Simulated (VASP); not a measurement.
A run of VASP 6.6.1:

The input INCAR:

```
SYSTEM = YN
  ALGO = Normal
  EDIFF = 1E-8
  ENCUT = 520
  GGA = PE
  GGA_COMPAT = .False.
  ISIF = 2
  ISMEAR = -1
  LASPH = .True.
  LCHARG = .False.
  LEFG = .True.
  LREAL = .False.
  LWAVE = .False.
  NBANDS = 15
  NELM = 120
  PREC = Accurate
  SIGMA = 0.03
```

The input KPOINTS:

```
k-points
0
Gamma
  9 9 9
  0 0 0
```

The input POSCAR:

```
YN
1.0
    0.0000000000      2.4863258675      2.4863258675
    2.4863258675      0.0000000000      2.4863258675
    2.4863258675      2.4863258675      0.0000000000
Y N
1 1
Direct
    0.0000000000      0.0000000000      0.0000000000
    0.5000000000      0.5000000000      0.5000000000
```

Potentials or basis: VASP PAW PBE potentials, release 64 (Y_sv, N).

The run is started by

```sh
$ cat potpaw_PBE.64/Y_sv/POTCAR potpaw_PBE.64/N/POTCAR > POTCAR
$ mpirun -np 1 vasp_std > vasp.out
```

Hardware: 1 thread of Intel(R) Xeon(R) Platinum 8488C (Sapphire Rapids), with other jobs on the host.

Problem. How long does it take, and how much memory?

Solution. It took 31 s on 1 thread of Intel(R) Xeon(R) Platinum 8488C (Sapphire Rapids), with other jobs on the host, peak memory 0.18 GiB. Counts: scf iterations 17, k points 35.
